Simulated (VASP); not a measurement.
Wanted: the native input for a VASP 6.6.1 run.

| Item | Value |
| --- | --- |
| Task | single point |
| Functional | LDA |
| Potentials or basis | VASP PAW LDA potentials, release 64 (C) |
| Cutoff | 520 eV |
| k mesh | 22 × 22 × 22 |
| Occupations | fermi-dirac, width 0.1 eV |
| Spin | no spin polarisation |
| Dipole correction | no |
| Further INCAR settings | ALGO = Normal; EDIFF = 1e-06; NBANDS = 8 |

The structure of C lies in POSCAR:

```
C
1.0
   -1.0979097209      1.0979097209      1.0979097209
    1.0979097209     -1.0979097209      1.0979097209
    1.0979097209      1.0979097209     -1.0979097209
C
1
Direct
    0.0000000000      0.0000000000      0.0000000000
```

This cell differs from its parent crystal: volume scaled by 0.84.

These files were run (other wordings do the same):

INCAR

```
SYSTEM = C
ALGO     = Normal         ! electronic algorithm
EDIFF    = 1E-6           ! SCF threshold, eV
ENCUT    = 520            ! plane-wave cutoff, eV
ISIF     = 2              ! what is computed and relaxed
ISMEAR   = -1             ! smearing method
LASPH    = .True.         ! aspherical terms in the spheres
LCHARG   = .False.        ! write CHGCAR
LREAL    = .False.        ! projectors in reciprocal space
LWAVE    = .False.        ! write WAVECAR
NBANDS   = 8              ! bands
NELM     = 80             ! most SCF steps
PREC     = Accurate       ! precision mode
SIGMA    = 0.1            ! smearing width, eV
```

KPOINTS

```
k-points
0
Gamma
  22 22 22
  0 0 0
```

Potentials or basis: VASP PAW LDA potentials, release 64 (C).

Run with:

```console
$ cat potpaw_LDA.64/C/POTCAR > POTCAR
$ mpirun -np 1 vasp_std > vasp.out
```

It gave:

```yaml
Pressure: 56.6 GPa
Band_gap_on_the_k_mesh: zero (band 2 reaches 23.38 eV, above the bottom of band 3 at 7.11 eV)
```

Wall time 4.4 s on 1 thread of Intel Xeon 6975P-C, on a shared host, peak memory 0.11 GiB.
